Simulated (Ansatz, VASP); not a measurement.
InGa2As3: VASP beside Ansatz

INCAR

```
SYSTEM = InGa2As3
PREC = Accurate
ENCUT = 520
EDIFF = 1E-6
ISMEAR = 0
SIGMA = 0.1
LREAL = .False.
LASPH = .True.
NELM = 60
ALGO = Normal
ISIF = 2
LWAVE = .False.
LCHARG = .False.
GGA = PE
NBANDS = 66
```

Contents of KPOINTS:

```
regular mesh
0
Gamma
  4 4 4
  0 0 0
```

Contents of POSCAR:

```
InGa2As3
1.0
    5.7673368069     -3.3267759550      0.0000000000
    5.7673368069      3.3267759550      0.0000000000
    0.0000000000      0.0000000000      6.2134587772
In Ga As
2 4 6
Direct
    0.3253743407      0.6746256593      0.9897954410
    0.6746256593      0.3253743407      0.4897954410
    0.0070223906      0.3338071183      0.9925887728
    0.6661928817      0.9929776094      0.9925887728
    0.9929776094      0.6661928817      0.4925887728
    0.3338071183      0.0070223906      0.4925887728
    0.0264035200      0.3337100341      0.3590241573
    0.6662899659      0.9735964800      0.3590241573
    0.9735964800      0.6662899659      0.8590241573
    0.3337100341      0.0264035200      0.8590241573
    0.3077705045      0.6922294955      0.3949796987
    0.6922294955      0.3077705045      0.8949796987
```

Input for Ansatz:

```yaml
crystal:
  lattice:
    - [5.7673368069, -3.326775955, 0.0]
    - [5.7673368069, 3.326775955, 0.0]
    - [0.0, 0.0, 6.2134587772]
  atoms:
    - { symbol: In, position: [0.3253743407, 0.6746256593, 0.989795441] }
    - { symbol: In, position: [0.6746256593, 0.3253743407, 0.489795441] }
    - { symbol: Ga, position: [0.0070223906, 0.3338071183, 0.9925887728] }
    - { symbol: Ga, position: [0.6661928817, 0.9929776094, 0.9925887728] }
    - { symbol: Ga, position: [0.9929776094, 0.6661928817, 0.4925887728] }
    - { symbol: Ga, position: [0.3338071183, 0.0070223906, 0.4925887728] }
    - { symbol: As, position: [0.02640352, 0.3337100341, 0.3590241573] }
    - { symbol: As, position: [0.6662899659, 0.97359648, 0.3590241573] }
    - { symbol: As, position: [0.97359648, 0.6662899659, 0.8590241573] }
    - { symbol: As, position: [0.3337100341, 0.02640352, 0.8590241573] }
    - { symbol: As, position: [0.3077705045, 0.6922294955, 0.3949796987] }
    - { symbol: As, position: [0.6922294955, 0.3077705045, 0.8949796987] }
basis:
  ecutwfc: 420
kpoints:
  mp_grid: { grid: [4, 4, 4] }
hamiltonian:
  xc: pbe
scf:
  occupations: { method: gaussian, width: 0.1 }
output:
  forces: true
  stress: true
  eigenvalues: true
```

Alike in both runs: task single point; functional PBE; k mesh 4 × 4 × 4; occupations gaussian, width 0.1 eV; no spin polarisation.

```csv
,VASP,Ansatz
version,VASP 6.6.1,Ansatz 0.2.0
potentials or method,"VASP PAW PBE potentials, release 64 (In_d, Ga_d, As), cutoff 520 eV","scalar-relativistic, plane waves, PAW"
valence electrons in the cell,108,168
```

VASP gave:

```
gap on the k mesh at the Fermi level (eV)                     : 0.95
least direct gap on the mesh (eV)                             : 0.95
pressure (GPa)                                                : 25.3
traceless stress, the component that is largest in VASP (GPa) : 1.17
rms of the force components (eV/Å)                            : 0.271
```

Q: Which values does Ansatz return?

A: gap on the k mesh at the Fermi level (eV): 0.95; least direct gap on the mesh (eV): 0.95; pressure (GPa): 25.0; traceless stress, the component that is largest in VASP (GPa): 1.15; rms of the force components (eV/Å): 0.269.

Atom by atom the forces differ by 0.002 eV/Å (rms over components). With one functional, cell and mesh, what is left measures potentials, basis and numerics. VASP's potentials hold 108 valence electrons a cell and Ansatz's 168, so a difference there can come from the potentials and not from the codes.
